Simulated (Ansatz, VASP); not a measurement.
## Two plane-wave programs on Zn

INCAR

```
PREC = Accurate
ENCUT = 520
EDIFF = 1E-6
ISMEAR = -1
SIGMA = 0.1
LREAL = F
LASPH = T
NELM = 100
ALGO = Normal
ISIF = 2
LWAVE = F
LCHARG = F
NBANDS = 19
```

KPOINTS

```
Automatic mesh
0
Gamma
  23 23 11
```

Contents of POSCAR:

```
Zn
1.0
    2.5005000937      0.0000000000      0.0000000000
   -1.2502500468      2.1654966033      0.0000000000
    0.0000000000      0.0000000000      4.6063663196
Zn
2
Direct
    0.3333333333      0.6666666667      0.2500000000
    0.6666666667      0.3333333333      0.7500000000
```

Input for Ansatz:

```yaml
crystal:
  lattice:
    - [2.5005000883, 0.0, 0.0]
    - [-1.2502500441, 2.1654965986, 0.0]
    - [0.0, 0.0, 4.6063663363]
  atoms:
    - { symbol: Zn, position: [0.3333333333, 0.6666666667, 0.25] }
    - { symbol: Zn, position: [0.6666666667, 0.3333333333, 0.75] }
hamiltonian:
  xc: lda
  pseudopotentials:
    kind: paw
    azcp:
      Zn: "pseudopotentials/Zn.paw.azcp"
basis:
  ecutwfc: 420
  fft_grid_basis: typed
kpoints:
  mp_grid: { grid: [23, 23, 11], shift: [0, 0, 0] }
magnetization:
  spin_polarized: false
scf:
  occupations: { method: fermi_dirac, width: 0.1 }
output:
  stress: true
```

Alike in both runs: task single point; functional LDA; k mesh 23 × 23 × 11; occupations fermi-dirac, width 0.1 eV; no spin polarisation.

|  | VASP | Ansatz |
| --- | --- | --- |
| version | VASP 6.6.1 | Ansatz 0.2.0 |
| potentials or method | VASP PAW LDA potentials, release 64 (Zn), cutoff 520 eV | plane waves (420 eV) with PAW, scalar-relativistic |
| valence electrons in the cell | 24 | 24 |

```tsv
	VASP	Ansatz	Ansatz less VASP
pressure (GPa)	11.9	11.0	-0.93
traceless stress, the component that is largest in VASP (GPa)	-3.24	-2.95	+0.288
```

Ansatz warns that its potentials were made for another functional, while VASP's fit it. LDA's correlation is that of Perdew and Zunger in VASP and of Perdew and Wang (1992) in Ansatz.
